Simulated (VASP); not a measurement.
# As (Pm-3m) in VASP: single point with PBEsol

Aim: the single point of As with PBEsol.

Everything below comes from runs of VASP 6.6.1. Logs are shortened: lines on timing, memory, paths and dates and some standing lists are left out, and cuts for length are marked.

## Step 1: The cell of the first run

Symmetry: Pm-3m, No. 221, cubic system. The conventional cell has a = 2.697 Å, b = 2.697 Å, c = 2.697 Å, α = 90.00°, β = 90.00°, γ = 90.00°. Within 3.6 Å of As (site symmetry m-3m) lie 6 As at 2.70 Å.

## Step 2: Single point, PBEsol

Input file INCAR:

```
SYSTEM = As
  ALGO = Normal
  EDIFF = 1E-6
  ENCUT = 520
  GGA = PS
  ISIF = 2
  ISMEAR = -1
  LASPH = .True.
  LCHARG = .True.
  LELF = .True.
  LREAL = .False.
  LVHAR = .True.
  LWAVE = .False.
  NBANDS = 8
  NELM = 60
  PREC = Accurate
  SIGMA = 0.13605693000000002
```

Input file KPOINTS:

```
k-points
0
Gamma
  12 12 12
  0 0 0
```

Input file POSCAR:

```
As
1.0
    2.6969329600      0.0000000000      0.0000000000
    0.0000000000      2.6969329600      0.0000000000
    0.0000000000      0.0000000000      2.6969329600
As
1
Direct
    0.0000000000      0.0000000000      0.0000000000
```

Potentials or basis: VASP PAW PBE potentials, release 64 (As).

Run with:

```
cat potpaw_PBE.64/As/POTCAR > POTCAR
mpirun -np 1 vasp_std > vasp.out
```

OUTCAR:

```text
SYSTEM = As
   EDIFF = 1E-6
   ENCUT = 520
   GGA = PS
   ISIF = 2
   ISMEAR = -1
   LASPH = .True.
   LREAL = .False.
   NELM = 60
   PREC = Accurate

 ion  position               nearest neighbor table
   1  0.000  0.000  0.000-

  LATTYP: Found a simple cubic cell.
 ALAT       =     2.6969329600

  Lattice vectors:

 A1 = (   2.6969329600,   0.0000000000,   0.0000000000)
 A2 = (   0.0000000000,   2.6969329600,   0.0000000000)
 A3 = (   0.0000000000,   0.0000000000,   2.6969329600)

Analysis of symmetry for initial positions (statically):
=====================================================================
 Subroutine PRICEL returns:
 Original cell was already a primitive cell.

 Routine SETGRP: Setting up the symmetry group for a
 simple cubic supercell.

 Subroutine GETGRP returns: Found 48 space group operations
 (whereof 48 operations were pure point group operations)
 out of a pool of 48 trial point group operations.

The static configuration has the point symmetry O_h .

Analysis of symmetry for dynamics (positions and initial velocities):
=====================================================================
 Subroutine PRICEL returns:
 Original cell was already a primitive cell.

 Routine SETGRP: Setting up the symmetry group for a
 simple cubic supercell.

 Subroutine GETGRP returns: Found 48 space group operations
 (whereof 48 operations were pure point group operations)
 out of a pool of 48 trial point group operations.

The dynamic configuration has the point symmetry O_h .

 Subroutine INISYM returns: Found 48 space group operations
 (whereof 48 operations are pure point group operations),
 and found     1 'primitive' translations

----------------------------------------------------------------------------------------

                                     Primitive cell

  volume of cell :      19.6160

  direct lattice vectors                    reciprocal lattice vectors
     2.696932960  0.000000000  0.000000000     0.370791568  0.000000000  0.000000000
     0.000000000  2.696932960  0.000000000     0.000000000  0.370791568  0.000000000
     0.000000000  0.000000000  2.696932960     0.000000000  0.000000000  0.370791568

  length of vectors
     2.696932960  2.696932960  2.696932960     0.370791568  0.370791568  0.370791568

  position of ions in fractional coordinates (direct lattice)
     0.000000000  0.000000000  0.000000000

[... 69 lines left out ...]
   ISPIN  =      1    spin polarized calculation?
   LNONCOLLINEAR =      F non collinear calculations
   LSORBIT =      F    spin-orbit coupling
   LASPH  =      T    aspherical Exc in radial PAW
   ENCUT  =  520.0 eV  38.22 Ry    6.18 a.u.   5.01  5.01  5.01*2*pi/ulx,y,z
   NELM   =     60;   NELMIN=  2; NELMDL= -5     # of ELM steps
   EDIFF  = 0.1E-05   stopping-criterion for ELM
   LREAL  =      F    real-space projection
   EDIFFG = 0.1E-04   stopping-criterion for IOM
   NSW    =      0    number of steps for IOM
   IBRION =     -1    ionic relax: 0-MD 1-quasi-New 2-CG
   NFREE  =      0    steps in history (QN), initial steepest desc. (CG)
   ISIF   =      2    stress and relaxation
   ISYM   =      2    0-nonsym 1-usesym 2-fastsym
   POTIM  = 0.5000    time-step for ionic-motion
   TEBEG  =    0.0;   TEEND  =   0.0 temperature during run
   PSTRESS=    0.0 pullay stress
   NELECT =       5.0000    total number of electrons
   NUPDOWN=      -1.0000    fix difference up-down
   EMIN   =  10.00;   EMAX   =-10.00  energy-range for DOS
   EFERMI =   0.00;   METHOD = LEGACY
   ISMEAR =    -1;   SIGMA  =   0.14  broadening in eV -4-tet -1-fermi 0-gaus
   EFERMI_NEDOS =   21; number of points for ismear=-14 and -15
   IALGO  =     38    algorithm
   IMIX   =      4    mixing-type and parameters
     AMIX     =   0.40;   BMIX     =  1.00
     AMIX_MAG =   1.60;   BMIX_MAG =  1.00
  volume/ion in A,a.u.               =      19.62       132.38
  Fermi-wavevector in a.u.,A,eV,Ry     =   1.037994  1.961524 14.659335  1.077431
  Thomas-Fermi vector in A             =   2.172457
   LORBIT       =      0    0 simple, 1 ext, 2 COOP (PROOUT), +10 PAW based schemes
   GGA     = PS    functional components
   LHFCALC =     F    Hartree Fock is set to
   AEXX    =    0.0000 exact exchange contribution
   IVDW    =     0    specifies the selected vdW correction
   LEPSILON=     F    determine dielectric tensor
   LRPA    =     F    only Hartree local field effects (RPA)
 non-spin polarized calculation
  energy-cutoff  :      520.00
  volume of cell :       19.62
 maximum number of plane-waves:       552
   NGX = 11   NGY = 11   NGZ = 11

 number of electron       5.0000001 magnetization

 Free energy of the ion-electron system (eV)
  ---------------------------------------------------
  ext. energy  EPLUGINS =         0.00000000
  ---------------------------------------------------
  free energy    TOTEN  =        -5.03440017 eV

  energy without entropy =       -5.00209962  energy(sigma->0) =       -5.01824989

 E-fermi :   6.0292     XC(G=0): -10.5916

 val. band max:        6.0202832415   @ k =   0.4167   0.2500   0.0833
 cond. band min:       6.0305992713   @ k =   0.4167   0.3333   0.3333
 fundamental gap:      0.0103160298
 Fermi energy:         6.0291987231

 k-point     1 :       0.0000    0.0000    0.0000
  band No.  band energies     occupation
      1      -9.1686      2.00000
      2      10.0680      0.00000
      3      10.0680      0.00000
      4      10.0680      0.00000
      5      14.4023      0.00000
      6      14.4023      0.00000
      7      16.3553      0.00000
      8      30.9349      0.00000
[... 243 lines left out ...]
 k-point    24 :       0.4167    0.3333    0.0000
  band No.  band energies     occupation
      1      -4.4416      2.00000
      2       1.3231      2.00000
      3       3.7389      2.00000
      4      10.9021      0.00000
      5      13.6727      0.00000
      6      20.1107      0.00000
      7      22.8227      0.00000
      8      23.9760      0.00000

 [... further k-points ...]
[... 5 lines left out ...]
  --------------------------------------------------------------------------------------
  -------------------------------------------------------------------------------------
  Total       -0.0119728     -0.0119728     -0.0119728      0.0000000     -0.0000000      0.0000000
  in kB       -0.9779021     -0.9779021     -0.9779021      0.0000000     -0.0000000      0.0000000
  external PRESSURE =      -0.9779021 kB  Pullay stress =       0.0000000 kB

 VOLUME and BASIS-vectors are now :
 -----------------------------------------------------------------------------
  energy-cutoff  :      520.00
  volume of cell :       19.62
      direct lattice vectors                 reciprocal lattice vectors
     2.696932960  0.000000000  0.000000000     0.370791568  0.000000000  0.000000000
     0.000000000  2.696932960  0.000000000     0.000000000  0.370791568  0.000000000
     0.000000000  0.000000000  2.696932960     0.000000000  0.000000000  0.370791568

 POSITION                                       TOTAL-FORCE (eV/Angst)
 -----------------------------------------------------------------------------------
      0.00000      0.00000      0.00000         0.000000      0.000000      0.000000
 -----------------------------------------------------------------------------------
    total drift:                               -0.000000     -0.000000      0.000000

  FREE ENERGIE OF THE ION-ELECTRON SYSTEM (eV)
  ---------------------------------------------------
  free  energy   TOTEN  =        -5.0344001651 eV

  energy  without entropy=       -5.0020996174  energy(sigma->0) =       -5.01824989
```

Run time: 6 s. Hardware: 1 thread of Intel Xeon 6975P-C, shared host; peak memory 0.13 GiB.

What came out:

```
Free energy : -5.0344 eV
Pressure    : -0.1 GPa
```

Levels at points of the mesh, in eV from the Fermi level:
```csv
k point,band 1,band 2,band 3,band 4,band 5,band 6
"(0.00, 0.00, 0.00)",-15.20,4.04,4.04,4.04,8.37,8.37
"(0.50, 0.00, 0.00)",-12.01,-7.17,6.37,6.37,11.10,13.90
"(0.50, 0.50, 0.00)",-8.68,-4.45,-4.45,2.24,8.56,16.44
"(0.50, 0.50, 0.50)",-5.01,-1.97,-1.97,-1.97,5.74,5.74
```

Caveat: the PAW data sets were made with another functional, which shifts forces and pressure a little.
